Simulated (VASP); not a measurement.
# Ta16C (a cell with a defect) in VASP: single point with PBE+D3(BJ)

Aim: the single point of Ta16C (a cell with a defect) with PBE+D3(BJ).

Everything below comes from runs of VASP 6.6.1. Logs are shortened: lines on timing, memory, paths and dates and some standing lists are left out, and cuts for length are marked.

## Step 1: The cell of the first run

The cell holds a defect, 17 atoms: a = 6.620 Å, b = 6.620 Å, c = 6.620 Å, α = 90.00°, β = 90.00°, γ = 90.00°.

## Step 2: Single point, PBE+D3(BJ)

The input, INCAR:

```
SYSTEM = Ta16C
PREC     = Accurate       ! precision mode
ENCUT    = 520            ! plane-wave cutoff, eV
EDIFF    = 1E-6           ! SCF threshold, eV
ISMEAR   = 0              ! smearing method
SIGMA    = 0.05           ! smearing width, eV
LREAL    = Auto         
LASPH    = .True.         ! aspherical terms in the spheres
NELM     = 100            ! most SCF steps
ALGO     = Normal         ! electronic algorithm
ISIF     = 2              ! what is computed and relaxed
LWAVE    = .False.        ! write WAVECAR
LCHARG   = .False.        ! write CHGCAR
GGA      = PE             ! functional
IVDW     = 12             ! dispersion correction
NBANDS   = 104            ! bands
```

The input, KPOINTS:

```
Automatic mesh
0
Gamma
  3 3 3
  0 0 0
```

The input, POSCAR:

```
Ta16C
1.0
    6.6200000000      0.0000000000      0.0000000000
    0.0000000000      6.6200000000      0.0000000000
    0.0000000000      0.0000000000      6.6200000000
Ta C
16 1
Direct
   -0.0070893551      0.0012767814     -0.0004397783
    0.4928833652      0.0477014365     -0.0004913784
   -0.0070938463      0.4979652642     -0.0004390473
   -0.0071382401     -0.0109556079      0.4995531978
    0.2302280694      0.2496039730      0.2621571666
    0.4928544414      0.4515912241     -0.0004365580
    0.4928567266      0.0012555009      0.4995365328
    0.7554970276      0.2496260570      0.2622231116
   -0.0071248397      0.5102112229      0.4995212314
    0.2511193633      0.7496399968      0.2413008794
    0.2302268984      0.2496314208      0.7369352297
    0.4928514625      0.4979900111      0.4995445599
    0.7346789271      0.7496459319      0.2412936285
    0.7555155818      0.2496405482      0.7368707902
    0.2510860478      0.7496317709      0.7577599155
    0.7346647935      0.7496339229      0.7577974454
    0.4928503767      0.7496397451     -0.0004730269
```

Potentials or basis: VASP PAW PBE potentials, release 64 (Ta_pv, C).

Launch:

```
$ cat potpaw_PBE.64/Ta_pv/POTCAR potpaw_PBE.64/C/POTCAR > POTCAR
$ mpirun -np 1 vasp_std > vasp.out
```

OUTCAR:

```text
SYSTEM = Ta16C
   PREC = Accurate
   ENCUT = 520
   EDIFF = 1E-6
   ISMEAR = 0
   LREAL = Auto
   LASPH = .True.
   NELM = 100
   ISIF = 2
   GGA = PE
   IVDW = 12
 IVDW          = 12

 ion  position               nearest neighbor table
   1  0.993  0.001  1.000-   5 2.86  11 2.86   8 2.86  14 2.86  10 2.87  13 2.87  15 2.87  16 2.87
                             3 3.29   4 3.31   4 3.31   2 3.32   2 3.32   3 3.33
   2  0.493  0.048  1.000-  17 1.97   6 2.67  11 2.80  14 2.80   5 2.80   8 2.80  16 3.00  15 3.00
                            10 3.00  13 3.00   1 3.32   7 3.32   1 3.32   7 3.32
   3  0.993  0.498  1.000-   5 2.86  11 2.86  14 2.86   8 2.86  10 2.87  13 2.87  15 2.87  16 2.87
                             1 3.29   9 3.31   9 3.31   6 3.32   6 3.32   1 3.33
   4  0.993  0.989  0.500-  14 2.81   8 2.81   5 2.81  11 2.81  13 2.89  15 2.89  16 2.89  10 2.89
                             9 3.17   1 3.31   7 3.31   7 3.31   1 3.31   9 3.45
   5  0.230  0.250  0.262-   6 2.80   2 2.80   4 2.81   9 2.81   1 2.86   3 2.86   7 2.86  12 2.86
                             8 3.14  11 3.14  10 3.32  10 3.32  11 3.48   8 3.48
   6  0.493  0.452  1.000-  17 1.97   2 2.67   5 2.80  11 2.80   8 2.80  14 2.80  10 3.00  15 3.00
                            13 3.00  16 3.00   3 3.32  12 3.32  12 3.32   3 3.32
   7  0.493  0.001  0.500-   8 2.86   5 2.86  14 2.86  11 2.86  10 2.87  15 2.87  13 2.87  16 2.87
                            12 3.29   4 3.31   4 3.31   2 3.32   2 3.32  12 3.33
   8  0.755  0.250  0.262-   2 2.80   6 2.80   9 2.81   4 2.81   7 2.86  12 2.86   3 2.86   1 2.86
                            14 3.14   5 3.14  13 3.32  13 3.32   5 3.48  14 3.48
   9  0.993  0.510  0.500-   8 2.81  14 2.81   5 2.81  11 2.81  13 2.89  15 2.89  10 2.89  16 2.89
                             4 3.17   3 3.31  12 3.31  12 3.31   3 3.31   4 3.45
  10  0.251  0.750  0.241-  17 2.26   1 2.87   7 2.87  12 2.87   3 2.87   9 2.89   4 2.89   6 3.00
                             2 3.00  15 3.20  13 3.20   5 3.32   5 3.32  13 3.42  15 3.42
  11  0.230  0.250  0.737-   2 2.80   6 2.80   4 2.81   9 2.81   3 2.86   1 2.86  12 2.86   7 2.86
                            14 3.14   5 3.14  15 3.32  15 3.32   5 3.48  14 3.48
  12  0.493  0.498  0.500-   8 2.86  14 2.86  11 2.86   5 2.86  15 2.87  10 2.87  16 2.87  13 2.87
                             7 3.29   9 3.31   9 3.31   6 3.32   6 3.32   7 3.33
  13  0.735  0.750  0.241-  17 2.26   1 2.87   3 2.87   7 2.87  12 2.87   4 2.89   9 2.89   6 3.00
                             2 3.00  16 3.20  10 3.20   8 3.32   8 3.32  10 3.42  16 3.42
  14  0.756  0.250  0.737-   2 2.80   6 2.80   4 2.81   9 2.81  12 2.86   7 2.86   3 2.86   1 2.86
                             8 3.14  11 3.14  16 3.32  16 3.32  11 3.48   8 3.48
  15  0.251  0.750  0.758-  17 2.26   7 2.87   1 2.87  12 2.87   3 2.87   4 2.89   9 2.89   6 3.00
                             2 3.00  10 3.20  16 3.20  11 3.32  11 3.32  16 3.42  10 3.42
  16  0.735  0.750  0.758-  17 2.26   1 2.87   3 2.87   7 2.87  12 2.87   4 2.89   9 2.89   2 3.00
                             6 3.00  13 3.20  15 3.20  14 3.32  14 3.32  15 3.42  13 3.42
  17  0.493  0.750  1.000-   6 1.97   2 1.97  10 2.26  15 2.26  16 2.26  13 2.26

  LATTYP: Found a simple cubic cell.
 ALAT       =     6.6200000000

  Lattice vectors:

 A1 = (   6.6200000000,   0.0000000000,   0.0000000000)
 A2 = (   0.0000000000,   6.6200000000,   0.0000000000)
 A3 = (   0.0000000000,   0.0000000000,   6.6200000000)

Analysis of symmetry for initial positions (statically):
=====================================================================
 Subroutine PRICEL returns:
 Original cell was already a primitive cell.

 Routine SETGRP: Setting up the symmetry group for a
 simple cubic supercell.

 Subroutine GETGRP returns: Found  1 space group operations
 (whereof  1 operations were pure point group operations)
 out of a pool of 48 trial point group operations.

The static configuration has the point symmetry C_1 .

Analysis of symmetry for dynamics (positions and initial velocities):
=====================================================================
 Subroutine PRICEL returns:
 Original cell was already a primitive cell.

 Routine SETGRP: Setting up the symmetry group for a
 simple cubic supercell.

 Subroutine GETGRP returns: Found  1 space group operations
 (whereof  1 operations were pure point group operations)
 out of a pool of 48 trial point group operations.

The dynamic configuration has the point symmetry C_1 .

 Subroutine INISYM returns: Found  1 space group operations
 (whereof  1 operations are pure point group operations),
 and found     1 'primitive' translations

----------------------------------------------------------------------------------------

                                     Primitive cell

  volume of cell :     290.1175

  direct lattice vectors                    reciprocal lattice vectors
     6.620000000  0.000000000  0.000000000     0.151057402  0.000000000  0.000000000
[... 71 lines left out ...]
 Following reciprocal coordinates:
            Coordinates               Weight
  0.000000  0.000000  0.000000      1.000000
  0.333333  0.000000  0.000000      2.000000
  0.000000  0.333333  0.000000      2.000000
  0.000000  0.000000  0.333333      2.000000
  0.333333  0.333333  0.000000      2.000000
  0.000000  0.333333  0.333333      2.000000
  0.333333  0.000000  0.333333      2.000000
 -0.333333  0.333333  0.000000      2.000000
 -0.333333  0.000000  0.333333      2.000000
  0.000000 -0.333333  0.333333      2.000000
  0.333333  0.333333  0.333333      2.000000
 -0.333333  0.333333  0.333333      2.000000
 -0.333333 -0.333333  0.333333      2.000000
  0.333333 -0.333333  0.333333      2.000000
   k-points           NKPTS =     14   k-points in BZ     NKDIM =     14   number of bands    NBANDS=    104
   number of dos      NEDOS =    301   number of ions     NIONS =     17
   total plane-waves  NPLWV = 125000
   dimension x,y,z NGX =    50 NGY =   50 NGZ =   50
   dimension x,y,z NGXF=   100 NGYF=  100 NGZF=  100
   ions per type =              16   1
   NGX,Y,Z   is equivalent  to a cutoff of  12.56, 12.56, 12.56 a.u.
   NGXF,Y,Z  is equivalent  to a cutoff of  25.11, 25.11, 25.11 a.u.
 SYSTEM =  Ta16C
   PREC   = accura    normal or accurate (medium, high low for compatibility)
   ISTART =      0    job   : 0-new  1-cont  2-samecut
   ICHARG =      2    charge: 1-file 2-atom 10-const
   ISPIN  =      1    spin polarized calculation?
   LNONCOLLINEAR =      F non collinear calculations
   LSORBIT =      F    spin-orbit coupling
   LASPH  =      T    aspherical Exc in radial PAW
   ENCUT  =  520.0 eV  38.22 Ry    6.18 a.u.  12.31 12.31 12.31*2*pi/ulx,y,z
   NELM   =    100;   NELMIN=  2; NELMDL= -5     # of ELM steps
   EDIFF  = 0.1E-05   stopping-criterion for ELM
   LREAL  =      T    real-space projection
   EDIFFG = 0.1E-04   stopping-criterion for IOM
   NSW    =      0    number of steps for IOM
   IBRION =     -1    ionic relax: 0-MD 1-quasi-New 2-CG
   NFREE  =      0    steps in history (QN), initial steepest desc. (CG)
   ISIF   =      2    stress and relaxation
   ISYM   =      2    0-nonsym 1-usesym 2-fastsym
   POTIM  = 0.5000    time-step for ionic-motion
   TEBEG  =    0.0;   TEEND  =   0.0 temperature during run
   PSTRESS=    0.0 pullay stress
   NELECT =     180.0000    total number of electrons
   NUPDOWN=      -1.0000    fix difference up-down
   EMIN   =  10.00;   EMAX   =-10.00  energy-range for DOS
   EFERMI =   0.00;   METHOD = LEGACY
   ISMEAR =     0;   SIGMA  =   0.05  broadening in eV -4-tet -1-fermi 0-gaus
   EFERMI_NEDOS =   21; number of points for ismear=-14 and -15
   IALGO  =     38    algorithm
   IMIX   =      4    mixing-type and parameters
     AMIX     =   0.40;   BMIX     =  1.00
     AMIX_MAG =   1.60;   BMIX_MAG =  1.00
  volume/ion in A,a.u.               =      17.07       115.17
  Fermi-wavevector in a.u.,A,eV,Ry     =   1.396286  2.638598 26.526112  1.949614
  Thomas-Fermi vector in A             =   2.519655
   LORBIT       =      0    0 simple, 1 ext, 2 COOP (PROOUT), +10 PAW based schemes
   GGA     = PE    functional components
   LHFCALC =     F    Hartree Fock is set to
   AEXX    =    0.0000 exact exchange contribution
   IVDW    =    12    specifies the selected vdW correction
   LEPSILON=     F    determine dielectric tensor
   LRPA    =     F    only Hartree local field effects (RPA)
 non-spin polarized calculation
 Gauss-broadening in eV      SIGMA  =   0.05
  energy-cutoff  :      520.00
  volume of cell :      290.12
 maximum number of plane-waves:      7820
 NGX is ok and might be reduce to    50
   NGX = 25   NGY = 25   NGZ = 25

 number of electron     179.9999977 magnetization

 Free energy of the ion-electron system (eV)
  ---------------------------------------------------
  ext. energy  EPLUGINS =         0.00000000
  ---------------------------------------------------
  free energy    TOTEN  =      -198.21924922 eV

  energy without entropy =     -198.19676910  energy(sigma->0) =     -198.20800916

 E-fermi :   5.6867     XC(G=0): -12.6929

 val. band max:        5.6648368469   @ k =   0.0000  -0.3333   0.3333
 cond. band min:       5.7057468427   @ k =   0.3333   0.0000   0.0000
 fundamental gap:      0.0409099958
 Fermi energy:         5.6866978415

 k-point     1 :       0.0000    0.0000    0.0000
  band No.  band energies     occupation
      1     -28.7673      2.00000
      2     -28.5991      2.00000
      3     -28.5991      2.00000
      4     -28.5953      2.00000
      5     -28.5570      2.00000
      6     -28.5570      2.00000
[... 1459 lines left out ...]
    101       8.4277      0.00000
    102       8.4798      0.00000
 [bands above 102 left out]

------------------------ aborting loop because EDIFF is reached ----------------------------------------

 Edisp (eV)  -10.94137

 E8    (eV) :    -5.6824

  FORCE on cell =-STRESS in cart. coord.  units (eV):
  Direction    XX          YY          ZZ          XY          YZ          ZX
  --------------------------------------------------------------------------------------
  -------------------------------------------------------------------------------------
  Total      -1.67524    15.90500    -1.66727     0.00088    -0.00004    -0.00280
  in kB      -9.25152    87.83555    -9.20753     0.00485    -0.00024    -0.01544
  external pressure =       23.13 kB  Pullay stress =        0.00 kB

 VOLUME and BASIS-vectors are now :
 -----------------------------------------------------------------------------
  energy-cutoff  :      520.00
  volume of cell :      290.12
      direct lattice vectors                 reciprocal lattice vectors
     6.620000000  0.000000000  0.000000000     0.151057402  0.000000000  0.000000000
     0.000000000  6.620000000  0.000000000     0.000000000  0.151057402  0.000000000
     0.000000000  0.000000000  6.620000000     0.000000000  0.000000000  0.151057402

 POSITION                                       TOTAL-FORCE (eV/Angst)
 -----------------------------------------------------------------------------------
      6.57307      0.00845      6.61709        -0.003497      0.000898     -0.002001
      3.26289      0.31578      6.61675         0.000323      0.039726      0.002674
      6.57304      3.29653      6.61709        -0.002441      0.001040     -0.000778
      6.57274      6.54747      3.30704         0.001348     -0.008693     -0.000656
      1.52411      1.65238      1.73548        -0.001986      0.001131      0.004029
      3.26270      2.98953      6.61711         0.002919     -0.043638     -0.001191
[... 9 lines left out ...]
      4.86348      4.96258      5.01662         0.010889     -0.001172     -0.014044
      3.26267      4.96262      6.61687         0.004205      0.002103     -0.000146
 -----------------------------------------------------------------------------------
    total drift:                                0.012777     -0.000007      0.002341

  FREE ENERGIE OF THE ION-ELECTRON SYSTEM (eV)
  ---------------------------------------------------
  free  energy   TOTEN  =      -209.1606206585 eV

  energy  without entropy=     -209.1381405375  energy(sigma->0) =     -209.14938060
```

Wall time 7 min (1 thread of Intel Xeon 6975P-C (Granite Rapids), shared host); peak memory 0.5 GiB.

What came out:

```
Free energy                : -209.1606 eV
Pressure                   : 2.3 GPa
Largest force              : 0.044 eV/Å
Band gap on the k mesh     : zero (bands 90 and 91 overlap by 1.42 eV)
Dispersion energy per atom : -0.644 eV
```

Forces on the atoms (eV/Å):
```
Ta  -0.003  0.001 -0.002
Ta   0.000  0.040  0.003
Ta  -0.002  0.001 -0.001
Ta   0.001 -0.009 -0.001
Ta  -0.002  0.001  0.004
Ta   0.003 -0.044 -0.001
Ta   0.002  0.001  0.001
Ta   0.002  0.000 -0.001
Ta   0.001  0.009  0.002
Ta  -0.013 -0.001  0.012
Ta  -0.003  0.000 -0.003
Ta   0.002  0.000 -0.001
Ta   0.009 -0.001  0.013
Ta   0.001  0.001  0.001
Ta  -0.011 -0.001 -0.011
Ta   0.011 -0.001 -0.014
C    0.004  0.002  0.000
```

Stress tensor (GPa, compression positive):
```
-0.93  0.00  0.00
 0.00  8.78  0.00
 0.00  0.00 -0.92
```

Levels at points of the mesh, in eV from the Fermi level:
| k point | band 88 | band 89 | band 90 | band 91 | band 92 | band 93 | band 94 | band 95 |
| --- | --- | --- | --- | --- | --- | --- | --- | --- |
| (0.00, 0.00, 0.00) | 0.73 | 0.96 | 1.01 | 1.01 | 1.02 | 1.02 | 1.18 | 1.18 |

Caveat: spin-orbit coupling is left out, which moves the levels of the heavy elements.
